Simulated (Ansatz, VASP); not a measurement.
# One calculation of Ta, two programs

```
Ta
1.0
     2.83854    0.00000    0.00000
    -1.41927    2.45825    0.00000
     0.00000    0.00000    5.03043
Ta
2
Direct
  0.66667 0.33333 0.75000
  0.33333 0.66667 0.25000
```

Alike in both runs: functional PBEsol; dispersion D3(BJ); k mesh 13 × 13 × 7; occupations fermi-dirac, width 0.1 eV; no spin polarisation.

Ansatz relaxed the structure, and its values are those at the end. VASP's run is a single point on that final structure, the one shown.

|  | VASP | Ansatz |
| --- | --- | --- |
| version | VASP 6.6.1 | Ansatz 0.2.0 |
| potentials or method | VASP PAW PBE potentials, release 64 (Ta_pv), cutoff 500 eV | plane waves, PAW |
| valence electrons in the cell | 22 | 26 |

Ansatz gave:

| Property | Result |
| --- | --- |
| pressure (GPa) | 0.0 |

Q: Estimate VASP's values.

A: Pressure (GPa): 0.2.

VASP's potentials were made for PBE, not for PBEsol. VASP's potentials hold 22 valence electrons a cell and Ansatz's 26, so a difference there can come from the potentials and not from the codes.

Spin-orbit coupling is off throughout.
